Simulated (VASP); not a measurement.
Here is a VASP 6.6.1 calculation.

Contents of INCAR:

```
SYSTEM = Mn
PREC     = Accurate       ! precision mode
ENCUT    = 520            ! plane-wave cutoff, eV
EDIFF    = 1E-6           ! SCF threshold, eV
ISMEAR   = -1             ! smearing method
SIGMA    = 0.13605693000000002 ! smearing width, eV
LREAL    = .False.        ! projectors in reciprocal space
LASPH    = .True.         ! aspherical terms in the spheres
NELM     = 60             ! most SCF steps
ALGO     = Normal         ! electronic algorithm
ISIF     = 2              ! what is computed and relaxed
LWAVE    = .False.        ! write WAVECAR
LCHARG   = .True.         ! write CHGCAR
GGA      = PS             ! functional
LELF     = .True.         ! ELF
LVHAR    = .True.       
NBANDS   = 12             ! bands
```

Contents of KPOINTS:

```
Automatic mesh
0
Gamma
  16 16 16
  0 0 0
```

POSCAR

```
Mn
1.0
    0.0000000000      1.7309776514      1.7309776514
    1.7309776514      0.0000000000      1.7309776514
    1.7309776514      1.7309776514      0.0000000000
Mn
1
Direct
    0.0000000000      0.0000000000      0.0000000000
```

Potentials or basis: VASP PAW PBE potentials, release 64 (Mn_pv).

Launch:

```bash
$ cat potpaw_PBE.64/Mn_pv/POTCAR > POTCAR
$ mpirun -np 1 vasp_std > vasp.out
```

Estimate the pressure.

0.3 GPa.

Caveat: the PAW data sets were made with another functional, which shifts forces and pressure a little; the run has no spin polarisation, though such a crystal can be magnetic. Spin polarisation is off, so any magnetic state and its effect on volume and gap are missing.
